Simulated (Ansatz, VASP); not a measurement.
# Sn: VASP beside Ansatz

File INCAR:

```
SYSTEM = Sn
PREC = Accurate ; ENCUT = 520
EDIFF = 1E-6 ; ISMEAR = -1
SIGMA = 0.08 ; LREAL = .False.
LASPH = .True. ; NELM = 100
ALGO = Normal ; ISIF = 2
LWAVE = .False. ; LCHARG = .True.
LELF = .True. ; LVHAR = .True.
NBANDS = 13
```

KPOINTS

```
Automatic mesh
0
Gamma
  14 14 14
  0 0 0
```

The input POSCAR:

```
Sn
1.0
   -1.5184833164      1.5184833164      1.5184833164
    1.5184833164     -1.5184833164      1.5184833164
    1.5184833164      1.5184833164     -1.5184833164
Sn
1
Direct
    0.0000000000      0.0000000000      0.0000000000
```

Input for Ansatz:

```yaml
crystal:
  lattice:
    - [-1.5184833164, 1.5184833164, 1.5184833164]
    - [1.5184833164, -1.5184833164, 1.5184833164]
    - [1.5184833164, 1.5184833164, -1.5184833164]
  atoms:
    - { symbol: Sn, position: [0.0, 0.0, 0.0] }
kpoints:
  mp_grid: { grid: [14, 14, 14] }
scf:
  occupations: { method: fermi_dirac, width: 0.08 }
hamiltonian:
  xc: lda
  pseudopotentials: { kind: all_electron, lapw: { basis_error: 0.001 } }
output:
  forces: true
  stress: true
  eigenvalues: true
  populations: true
```

Change from the starting cell: volume scaled by 0.55, LAPW.

Alike in both runs: task single point; functional LDA; k mesh 14 × 14 × 14; occupations fermi-dirac, width 0.08 eV; no spin polarisation.

|  | VASP | Ansatz |
| --- | --- | --- |
| version | VASP 6.6.1 | Ansatz 0.2.0 |
| potentials or method | VASP PAW LDA potentials, release 64 (Sn_d), cutoff 520 eV | all-electron LAPW, scalar-relativistic |

```tsv
	VASP	Ansatz	Ansatz less VASP
pressure (GPa)	152.9	151.7	-1.28
```

LDA's correlation is that of Perdew and Zunger in VASP and of Perdew and Wang (1992) in Ansatz. Both programs put the cell under a high pressure, so it lies far from rest at this level. Ansatz ran all-electron here, and VASP with PAW potentials.

Noted on VASP's run: the cell as given lies far from equilibrium.
